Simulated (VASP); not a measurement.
Set up this calculation in VASP 6.6.1, as the native input.

* Task: single point
* Functional: r2SCAN
* Potentials or basis: VASP PAW PBE potentials, release 64 (Si, C)
* Cutoff: 520 eV
* k mesh: 12 × 12 × 4
* Occupations: gaussian, width 0.02 eV
* Spin: no spin polarisation
* Dipole correction: no
* Further INCAR settings: ALGO = Normal; EDIFF = 1e-06; NBANDS = 26

SiC:

```xyz
8
Lattice="3.0776 0.0000 0.0000 -1.5388 2.6652 0.0000 0.0000 0.0000 10.0768" Properties=species:S:1:pos:R:3 pbc="T T T"
Si    1.5388    0.8884    9.4504
Si    0.0000    1.7768    4.4120
Si    0.0000    0.0000    6.9317
Si    0.0000    0.0000    1.8934
C     1.5388    0.8884    7.5556
C     0.0000    1.7768    2.5172
C     0.0000    0.0000    5.0431
C     0.0000    0.0000    0.0047
```

One way to write it, as run:

POSCAR

```
SiC
1.0
    3.0775593375      0.0000000000      0.0000000000
   -1.5387796687      2.6652445680      0.0000000000
    0.0000000000      0.0000000000     10.0767691483
Si C
4 4
Direct
    0.6666666667      0.3333333333      0.9378376196
    0.3333333333      0.6666666667      0.4378376196
    0.0000000000      0.0000000000      0.6878931818
    0.0000000000      0.0000000000      0.1878931818
    0.6666666667      0.3333333333      0.7498040040
    0.3333333333      0.6666666667      0.2498040040
    0.0000000000      0.0000000000      0.5004641946
    0.0000000000      0.0000000000      0.0004641946
```

INCAR.step1

```
PREC     = Accurate       # precision mode
ENCUT    = 520            # plane-wave cutoff, eV
ISMEAR   = 0              # smearing method
SIGMA    = 0.02           # smearing width, eV
LREAL    = F              # projectors in reciprocal space
LASPH    = T              # aspherical terms in the spheres
NELM     = 60             # most SCF steps
NBANDS   = 26             # bands
GGA      = PE             # functional
ALGO     = Normal         # electronic algorithm
EDIFF    = 1E-4           # SCF threshold, eV
LWAVE    = T              # write WAVECAR
LCHARG   = F              # write CHGCAR
```

INCAR.step2

```
PREC     = Accurate       # precision mode
ENCUT    = 520            # plane-wave cutoff, eV
EDIFF    = 1E-6           # SCF threshold, eV
ISMEAR   = 0              # smearing method
SIGMA    = 0.02           # smearing width, eV
LREAL    = F              # projectors in reciprocal space
LASPH    = T              # aspherical terms in the spheres
NELM     = 60             # most SCF steps
ALGO     = Normal         # electronic algorithm
ISIF     = 2              # what is computed and relaxed
LWAVE    = F              # write WAVECAR
LCHARG   = F              # write CHGCAR
METAGGA  = R2SCAN         # meta-GGA
LMIXTAU  = T            
NBANDS   = 26             # bands
ISTART   = 1
```

KPOINTS

```
regular mesh
0
Gamma
  12 12 4
```

Potentials or basis: VASP PAW PBE potentials, release 64 (Si, C).

Run with:

```console
$ cat potpaw_PBE.64/Si/POTCAR potpaw_PBE.64/C/POTCAR > POTCAR
$ cp INCAR.step1 INCAR
$ mpirun -np 1 vasp_std > vasp.out
$ cp INCAR.step2 INCAR
$ mpirun -np 1 vasp_std > vasp.out
```

Results of the run:

* Pressure: -0.2 GPa
* Band gap on the k mesh: 2.61 eV (least direct gap 3.79 eV)

Caveat: the PAW data sets were made with another functional, which shifts forces and pressure a little.

Run time: 2.8 min on 1 thread of Intel(R) Xeon(R) 6975P-C (Granite Rapids) (shared host), peak memory 0.26 GiB.
